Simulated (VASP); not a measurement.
# Ag (Fd-3m) in VASP: a series of runs

Ag is run at these levels: PBE; tasks: single point, relaxation of cell and atoms.

All numbers are computed with VASP 6.6.1; they aren't measurements. Logs are shortened: lines on timing, memory, paths and dates and some standing lists are left out, and cuts for length are marked.

**1. The cell of the first run**

Symmetry: Fd-3m, No. 227, cubic system. The conventional cell has a = 6.218 Å, b = 6.218 Å, c = 6.218 Å, α = 90.00°, β = 90.00°, γ = 90.00°. Ag (site symmetry -43m) has 4 Ag at 2.69 Å within 3.5 Å.

This isn't the form of Ag at room conditions, which is fcc.

**2. Single point, PBE**

The input, INCAR:

```
  PREC = Accurate
  ENCUT = 500
  EDIFF = 1E-6
  ISMEAR = -1
  SIGMA = 0.05
  LREAL = F
  LASPH = T
  NELM = 120
  ALGO = Normal
  ISIF = 2
  LWAVE = F
  LCHARG = F
  GGA = PE
  NBANDS = 18
  GGA_COMPAT = F
```

The input, KPOINTS:

```
Automatic mesh
0
Gamma
  8 8 8
```

The input, POSCAR:

```
Ag
1.0
    0.0000000000      3.1087954569      3.1087954569
    3.1087954569      0.0000000000      3.1087954569
    3.1087954569      3.1087954569      0.0000000000
Ag
2
Direct
    1.0000000000      1.0000000000      1.0000000000
    0.2500000000      0.2500000000      0.2500000000
```

Potentials or basis: VASP PAW PBE potentials, release 64 (Ag).

Launch:

```bash
> cat potpaw_PBE.64/Ag/POTCAR > POTCAR
> mpirun -np 1 vasp_std > vasp.out
```

OUTCAR:

```text
PREC = Accurate
   ENCUT = 500
   EDIFF = 1E-6
   ISMEAR = -1
   LREAL = F
   LASPH = T
   NELM = 120
   ISIF = 2
   GGA = PE

 ion  position               nearest neighbor table
   1  0.000  0.000  0.000-   2 2.69   2 2.69   2 2.69   2 2.69
   2  0.250  0.250  0.250-   1 2.69   1 2.69   1 2.69   1 2.69

  LATTYP: Found a face centered cubic cell.
 ALAT       =     6.2175909138

  Lattice vectors:

 A1 = (   0.0000000000,   3.1087954569,   3.1087954569)
 A2 = (   3.1087954569,   0.0000000000,   3.1087954569)
 A3 = (   3.1087954569,   3.1087954569,   0.0000000000)

Analysis of symmetry for initial positions (statically):
=====================================================================
 Subroutine PRICEL returns:
 Original cell was already a primitive cell.

 Routine SETGRP: Setting up the symmetry group for a
 face centered cubic supercell.

 Subroutine GETGRP returns: Found 48 space group operations
 (whereof 24 operations were pure point group operations)
 out of a pool of 48 trial point group operations.

The static configuration has the point symmetry T_d .
 The point group associated with its full space group is O_h .

Analysis of symmetry for dynamics (positions and initial velocities):
=====================================================================
 Subroutine PRICEL returns:
 Original cell was already a primitive cell.

 Routine SETGRP: Setting up the symmetry group for a
 face centered cubic supercell.

 Subroutine GETGRP returns: Found 48 space group operations
 (whereof 24 operations were pure point group operations)
 out of a pool of 48 trial point group operations.

The dynamic configuration has the point symmetry T_d .
 The point group associated with its full space group is O_h .

 Subroutine INISYM returns: Found 48 space group operations
 (whereof 24 operations are pure point group operations),
 and found     1 'primitive' translations

----------------------------------------------------------------------------------------

                                     Primitive cell

  volume of cell :      60.0906

  direct lattice vectors                    reciprocal lattice vectors
     0.000000000  3.108795457  3.108795457    -0.160833997  0.160833997  0.160833997
     3.108795457  0.000000000  3.108795457     0.160833997 -0.160833997  0.160833997
     3.108795457  3.108795457  0.000000000     0.160833997  0.160833997 -0.160833997

  length of vectors
     4.396500698  4.396500698  4.396500698     0.278572655  0.278572655  0.278572655

  position of ions in fractional coordinates (direct lattice)
     0.000000000  0.000000000  0.000000000
     0.250000000  0.250000000  0.250000000

  ion indices of the primitive-cell ions
   primitive index   ion index
                 1           1
                 2           2

----------------------------------------------------------------------------------------

 KPOINTS: Automatic mesh

Automatic generation of k-mesh.
 Grid dimensions read from file:
 generate k-points for:    8    8    8

 Generating k-lattice:

  Cartesian coordinates                     Fractional coordinates (reciprocal lattice)
    -0.020104250  0.020104250  0.020104250     0.125000000  0.000000000  0.000000000
     0.020104250 -0.020104250  0.020104250     0.000000000  0.125000000  0.000000000
     0.020104250  0.020104250 -0.020104250     0.000000000  0.000000000  0.125000000

  Length of vectors
     0.034821582  0.034821582  0.034821582

  Shift w.r.t. Gamma in fractional coordinates (k-lattice)
     0.000000000  0.000000000  0.000000000

 Subroutine IBZKPT returns following result:
 ===========================================

 Found     29 irreducible k-points:

 Following reciprocal coordinates:
            Coordinates               Weight
  0.000000  0.000000  0.000000      1.000000
  0.125000  0.000000  0.000000      8.000000
  0.250000  0.000000  0.000000      8.000000
  0.375000  0.000000  0.000000      8.000000
  0.500000  0.000000  0.000000      4.000000
  0.125000  0.125000  0.000000      6.000000
[... 16 lines left out ...]
  0.500000  0.250000  0.125000     48.000000
 -0.375000  0.250000  0.125000     24.000000
 [... further k-points ...]
   k-points           NKPTS =     29   k-points in BZ     NKDIM =     29   number of bands    NBANDS=     18
   number of dos      NEDOS =    301   number of ions     NIONS =      2
   total plane-waves  NPLWV =  32768
   dimension x,y,z NGX =    32 NGY =   32 NGZ =   32
   dimension x,y,z NGXF=    64 NGYF=   64 NGZF=   64
   ions per type =               2
   NGX,Y,Z   is equivalent  to a cutoff of  12.10, 12.10, 12.10 a.u.
   NGXF,Y,Z  is equivalent  to a cutoff of  24.20, 24.20, 24.20 a.u.
 SYSTEM =  unknown system
   PREC   = accura    normal or accurate (medium, high low for compatibility)
   ISTART =      0    job   : 0-new  1-cont  2-samecut
   ICHARG =      2    charge: 1-file 2-atom 10-const
   ISPIN  =      1    spin polarized calculation?
   LNONCOLLINEAR =      F non collinear calculations
   LSORBIT =      F    spin-orbit coupling
   LASPH  =      T    aspherical Exc in radial PAW
   ENCUT  =  500.0 eV  36.75 Ry    6.06 a.u.   8.02  8.02  8.02*2*pi/ulx,y,z
   NELM   =    120;   NELMIN=  2; NELMDL= -5     # of ELM steps
   EDIFF  = 0.1E-05   stopping-criterion for ELM
   LREAL  =      F    real-space projection
   EDIFFG = 0.1E-04   stopping-criterion for IOM
   NSW    =      0    number of steps for IOM
   IBRION =     -1    ionic relax: 0-MD 1-quasi-New 2-CG
   NFREE  =      0    steps in history (QN), initial steepest desc. (CG)
   ISIF   =      2    stress and relaxation
   ISYM   =      2    0-nonsym 1-usesym 2-fastsym
   POTIM  = 0.5000    time-step for ionic-motion
   TEBEG  =    0.0;   TEEND  =   0.0 temperature during run
   PSTRESS=    0.0 pullay stress
   NELECT =      22.0000    total number of electrons
   NUPDOWN=      -1.0000    fix difference up-down
   EMIN   =  10.00;   EMAX   =-10.00  energy-range for DOS
   EFERMI =   0.00;   METHOD = LEGACY
   ISMEAR =    -1;   SIGMA  =   0.05  broadening in eV -4-tet -1-fermi 0-gaus
   EFERMI_NEDOS =   21; number of points for ismear=-14 and -15
   IALGO  =     38    algorithm
   IMIX   =      4    mixing-type and parameters
     AMIX     =   0.40;   BMIX     =  1.00
     AMIX_MAG =   1.60;   BMIX_MAG =  1.00
  volume/ion in A,a.u.               =      30.05       202.76
  Fermi-wavevector in a.u.,A,eV,Ry     =   1.171153  2.213158 18.661737  1.371599
  Thomas-Fermi vector in A             =   2.307601
   LORBIT       =      0    0 simple, 1 ext, 2 COOP (PROOUT), +10 PAW based schemes
   GGA     = PE    functional components
   LHFCALC =     F    Hartree Fock is set to
   AEXX    =    0.0000 exact exchange contribution
   IVDW    =     0    specifies the selected vdW correction
   LEPSILON=     F    determine dielectric tensor
   LRPA    =     F    only Hartree local field effects (RPA)
 non-spin polarized calculation
  energy-cutoff  :      500.00
  volume of cell :       60.09
 maximum number of plane-waves:      1540
   NGX = 17   NGY = 17   NGZ = 17

 number of electron      22.0000007 magnetization

 Free energy of the ion-electron system (eV)
  ---------------------------------------------------
  ext. energy  EPLUGINS =         0.00000000
  ---------------------------------------------------
  free energy    TOTEN  =        -3.87419260 eV

  energy without entropy =       -3.86573909  energy(sigma->0) =       -3.86996585

 E-fermi :   2.6796     XC(G=0):  -8.8345

 val. band max:        2.6237937941   @ k =  -0.3750   0.3750   0.0000
 cond. band min:       2.6876654922   @ k =   0.5000   0.1250   0.0000
 fundamental gap:      0.0638716982
 Fermi energy:         2.6795537479

 k-point     1 :       0.0000    0.0000    0.0000
  band No.  band energies     occupation
      1      -2.0010      2.00000
      2      -1.8244      2.00000
      3      -1.8244      2.00000
      4      -1.8244      2.00000
      5      -1.8226      2.00000
      6      -1.8226      2.00000
[... 10 lines left out ...]
     17      11.8204      0.00000
     18      12.3032      0.00000

 k-point     2 :       0.1250    0.0000    0.0000
  band No.  band energies     occupation
      1      -1.9286      2.00000
      2      -1.9286      2.00000
      3      -1.8638      2.00000
      4      -1.7959      2.00000
      5      -1.6856      2.00000
      6      -1.6856      2.00000
[... 10 lines left out ...]
     17      12.6143      0.00000
     18      13.1490      0.00000

 k-point     3 :       0.2500    0.0000    0.0000
  band No.  band energies     occupation
      1      -1.9646      2.00000
      2      -1.9646      2.00000
      3      -1.8368      2.00000
      4      -1.5919      2.00000
      5      -1.5919      2.00000
      6      -1.4749      2.00000
[... 10 lines left out ...]
     17      12.9200      0.00000
     18      12.9741      0.00000

 k-point     4 :       0.3750    0.0000    0.0000
  band No.  band energies     occupation
      1      -1.9356      2.00000
      2      -1.9356      2.00000
      3      -1.8239      2.00000
      4      -1.6002      2.00000
      5      -1.6002      2.00000
      6      -1.3569      2.00000
[... 375 lines left out ...]
      4      -1.5854      2.00000
      5      -1.3392      2.00000
      6      -1.3362      2.00000
[... 10 lines left out ...]
     17      13.4828      0.00000
     18      15.1200      0.00000

 k-point    23 :       0.5000    0.2500    0.1250
  band No.  band energies     occupation
      1      -2.0791      2.00000
      2      -2.0053      2.00000
      3      -1.7301      2.00000
      4      -1.5299      2.00000
      5      -1.3436      2.00000
      6      -1.2747      2.00000
[... 10 lines left out ...]
     17      13.5254      0.00000
     18      15.3008      0.00000

 k-point    24 :      -0.3750    0.2500    0.1250
  band No.  band energies     occupation
      1      -2.0866      2.00000
      2      -2.0120      2.00000
      3      -1.7140      2.00000
      4      -1.4729      2.00000
      5      -1.3430      2.00000
      6      -1.3274      2.00000
[... 10 lines left out ...]
     17      15.2894      0.00000
     18      15.3857      0.00000

 [... further k-points ...]
[... 5 lines left out ...]
  --------------------------------------------------------------------------------------
  -------------------------------------------------------------------------------------
  Total       -0.0094140     -0.0094140     -0.0094140      0.0000000      0.0000000      0.0000000
  in kB       -0.2510025     -0.2510025     -0.2510025      0.0000000      0.0000000      0.0000000
  external PRESSURE =      -0.2510025 kB  Pullay stress =       0.0000000 kB

 VOLUME and BASIS-vectors are now :
 -----------------------------------------------------------------------------
  energy-cutoff  :      500.00
  volume of cell :       60.09
      direct lattice vectors                 reciprocal lattice vectors
     0.000000000  3.108795457  3.108795457    -0.160833997  0.160833997  0.160833997
     3.108795457  0.000000000  3.108795457     0.160833997 -0.160833997  0.160833997
     3.108795457  3.108795457  0.000000000     0.160833997  0.160833997 -0.160833997

 POSITION                                       TOTAL-FORCE (eV/Angst)
 -----------------------------------------------------------------------------------
      0.00000      0.00000      0.00000         0.000000      0.000000      0.000000
      1.55440      1.55440      1.55440        -0.000000     -0.000000     -0.000000
 -----------------------------------------------------------------------------------
    total drift:                               -0.000000      0.000000      0.000000

  FREE ENERGIE OF THE ION-ELECTRON SYSTEM (eV)
  ---------------------------------------------------
  free  energy   TOTEN  =        -3.8741926049 eV

  energy  without entropy=       -3.8657390936  energy(sigma->0) =       -3.86996585
```

Wall time 10 s (1 thread of AMD EPYC 9R45 (Zen 5), shared host); peak memory 0.15 GiB.

What came out:

| Property | Result |
| --- | --- |
| Free energy | -3.8742 eV |
| Pressure | 0.0 GPa |
| Band gap on the k mesh | zero (bands 11 and 12 overlap by 0.97 eV) |

Levels at points of the mesh, in eV from the Fermi level:
```csv
k point,band 7,band 8,band 9,band 10,band 11,band 12,band 13,band 14,band 15,band 16
"(0.00, 0.00, 0.00)",-3.26,-3.26,-3.26,-2.71,-2.71,8.41,8.41,8.41,9.14,9.14
"(0.50, 0.00, 0.00)",-3.15,-3.15,-2.75,-2.75,-0.96,-0.58,6.07,6.07,8.92,9.18
"(0.50, 0.50, 0.00)",-3.51,-3.51,-2.65,-2.65,0.07,0.07,3.45,3.45,6.91,6.91
```

**3. Relaxation of cell and atoms, PBE**

This run uses another cell than the first one, of 22.19 Å³/atom.

The input, INCAR:

```
SYSTEM = Ag
PREC = Accurate
ENCUT = 500
EDIFF = 1E-7
ISMEAR = -1
SIGMA = 0.05
LREAL = .FALSE.
LASPH = .TRUE.
NELM = 120
ALGO = Normal
ISIF = 3
LWAVE = .FALSE.
LCHARG = .FALSE.
GGA = PE
IBRION = 2
NSW = 80
EDIFFG = -0.03
GGA_COMPAT = .FALSE.
NELMIN = 4
```

The input, KPOINTS:

```
Automatic mesh
0
G
  8 8 8
  0 0 0
```

The input, POSCAR:

```
Ag
1.0
    0.0000000000      2.8100000000      2.8100000000
    2.8100000000      0.0000000000      2.8100000000
    2.8100000000      2.8100000000      0.0000000000
Ag
2
Direct
    1.0000000000      1.0000000000      1.0000000000
    0.2500000000      0.2500000000      0.2500000000
```

Potentials or basis: VASP PAW PBE potentials, release 64 (Ag).

Launch:

```bash
> cat potpaw_PBE.64/Ag/POTCAR > POTCAR
> mpirun -np 1 vasp_std > vasp.out
```

It took 41 s on 1 thread of Intel Xeon Platinum 8488C (Sapphire Rapids), shared host; peak memory 0.17 GiB.

The run converged. Its results:

| Quantity | Value |
| --- | --- |
| Free energy | -3.8685 eV |
| Relaxed volume | 29.91 Å³/atom |
| Relaxed cell | a = 4.390 Å, b = 4.390 Å, c = 4.390 Å, α = 60.00°, β = 60.00°, γ = 60.00° |
| Space group after relaxing (to 0.1 Å) | Fd-3m (No. 227) |
| Energy gained by relaxing | 365.9 meV/atom |
| Ionic steps | 4 |
| Pressure after relaxing | -0.1 GPa |
| Band gap on the k mesh | zero (bands 11 and 12 overlap by 0.98 eV) |

The path:
| step | energy change (eV) | largest force (eV/Å) | pressure (GPa) | volume (Å³) |
| --- | --- | --- | --- | --- |
| 1 | 0.0000 | 0.0000 | 21.04 | 44.38 |
| 2 | -0.6799 | 0.0000 | -2.45 | 65.84 |
| 3 | -0.7309 | 0.0000 | 0.39 | 58.98 |
| 4 | -0.7318 | 0.0000 | -0.07 | 59.82 |

Final structure:
```yaml
crystal:
  lattice:
    - [0.00000, 3.10407, 3.10407]
    - [3.10407, 0.00000, 3.10407]
    - [3.10407, 3.10407, 0.00000]
  atoms:
    - { symbol: Ag, position: [0.00000, 0.00000, 0.00000] }
    - { symbol: Ag, position: [0.25000, 0.25000, 0.25000] }
```

Levels at points of the mesh, in eV from the Fermi level:
| k point | band 8 | band 9 | band 10 | band 11 | band 12 | band 13 | band 14 | band 15 |
| --- | --- | --- | --- | --- | --- | --- | --- | --- |
| (0.00, 0.00, 0.00) | -3.26 | -3.26 | -2.71 | -2.71 | 8.44 | 8.44 | 8.44 | 9.17 |
| (0.50, 0.00, 0.00) | -3.15 | -2.75 | -2.75 | -0.96 | -0.59 | 6.09 | 6.09 | 8.96 |
| (0.50, 0.50, 0.00) | -3.51 | -2.64 | -2.64 | 0.07 | 0.07 | 3.46 | 3.46 | 6.93 |

Caveat: the volume moved by over 15 % at a fixed basis, so the end points are rough.
